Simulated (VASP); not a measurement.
A run of VASP 6.6.1:

The input POSCAR:

```
CaSe
1.0
    3.6347849166      0.0000000000      0.0000000000
    0.0000000000      3.6347849166      0.0000000000
    0.0000000000      0.0000000000      3.6347849166
Ca Se
1 1
Direct
    0.0000000000      0.0000000000      0.0000000000
    0.5000000000      0.5000000000      0.5000000000
```

INCAR.step1

```
PREC = Accurate
ENCUT = 520
EDIFF = 1E-5
ISMEAR = 0
SIGMA = 0.01
LREAL = F
LASPH = T
NELM = 100
ALGO = Normal
ISIF = 2
LWAVE = T
LCHARG = F
GGA = PE
NBANDS = 15
```

File INCAR.step2:

```
PREC = Accurate
ENCUT = 520
EDIFF = 1E-6
ISMEAR = 0
SIGMA = 0.01
LREAL = F
LASPH = T
NELM = 100
ALGO = Normal
ISIF = 2
LWAVE = F
LCHARG = F
GGA = PE
LHFCALC = T
AEXX = 0.25
PRECFOCK = Normal
ISTART = 1
NBANDS = 15
```

KPOINTS

```
regular mesh
0
Gamma
  4 4 4
```

Potentials or basis: VASP PAW PBE potentials, release 64 (Ca_sv, Se).

Run with:

```console
$ cat potpaw_PBE.64/Ca_sv/POTCAR potpaw_PBE.64/Se/POTCAR > POTCAR
$ cp INCAR.step1 INCAR
$ mpirun -np 1 vasp_std > vasp.out
$ cp INCAR.step2 INCAR
$ mpirun -np 1 vasp_std > vasp.out
```

Hardware: 1 thread of Intel Xeon 6975P-C (shared host).

Task: Estimate the wall time of this run.

Result: Wall time 9.2 min on 1 thread of Intel Xeon 6975P-C, with other jobs on the host, peak memory 0.18 GiB. Counts: k points 10.
